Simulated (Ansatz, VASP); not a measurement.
**PbS: VASP beside Ansatz**

File POSCAR:

```
PbS
1.0
    2.1612500000      1.2477982693      3.0367666667
   -2.1612500000      1.2477982693      3.0367666667
    0.0000000000     -2.4955965386      3.0367666667
Pb S
1 1
Direct
    0.9781509158      0.9781509158      0.9781509158
    0.4774504142      0.4774504142      0.4774504142
```

INCAR.step1

```
PREC = Accurate
ENCUT = 520
ISMEAR = 0
SIGMA = 0.05
LREAL = F
LASPH = T
NELM = 60
NBANDS = 17
GGA = PE
ALGO = Normal
EDIFF = 1E-4
LWAVE = T
LCHARG = F
```

File INCAR.step2:

```
PREC = Accurate
ENCUT = 520
EDIFF = 1E-7
ISMEAR = 0
SIGMA = 0.05
LREAL = F
LASPH = T
NELM = 60
ALGO = Normal
ISIF = 2
LWAVE = F
LCHARG = F
METAGGA = R2SCAN
LMIXTAU = T
NBANDS = 17
ISTART = 1
```

File KPOINTS:

```
regular mesh
0
Gamma
  9 9 9
```

Input for Ansatz:

```yaml
crystal:
  lattice:
    - [2.16125, 1.2477982693, 3.0367666667]
    - [-2.16125, 1.2477982693, 3.0367666667]
    - [0.0, -2.4955965386, 3.0367666667]
  atoms:
    - { symbol: Pb, position: [0.9781509158, 0.9781509158, 0.9781509158] }
    - { symbol: S, position: [0.4774504142, 0.4774504142, 0.4774504142] }
basis:
  ecutwfc: 500
kpoints:
  mp_grid: { grid: [9, 9, 9] }
hamiltonian:
  xc: r2scan
scf:
  occupations: { method: gaussian, width: 0.05 }
output:
  forces: true
  stress: true
  eigenvalues: true
```

Alike in both runs: task single point; functional r2SCAN; k mesh 9 × 9 × 9; occupations gaussian, width 0.05 eV; no spin polarisation.

|  | VASP | Ansatz |
| --- | --- | --- |
| version | VASP 6.6.1 | Ansatz 0.2.0 |
| potentials or method | VASP PAW PBE potentials, release 64 (Pb_d, S), cutoff 520 eV | scalar-relativistic, plane waves, PAW |
| valence electrons in the cell | 20 | 20 |

Ansatz gave:

* gap on the k mesh at the Fermi level (eV): none
* pressure (GPa): 4.8
* traceless stress, the component that is largest in VASP (GPa): 2.70
* rms of the force components (eV/Å): 0.005

What did VASP give for the same quantities?

gap on the k mesh at the Fermi level (eV): none; pressure (GPa): 4.8; traceless stress, the component that is largest in VASP (GPa): 2.70; rms of the force components (eV/Å): 0.006.

VASP's potentials were made for PBE, not for r2SCAN. Atom by atom the forces differ by 0.000 eV/Å (rms over components). A gap of «none» marks a metal or a gap that the smearing closes. With one functional, cell and mesh, what is left measures potentials, basis and numerics.

Neither program's run includes spin-orbit coupling.
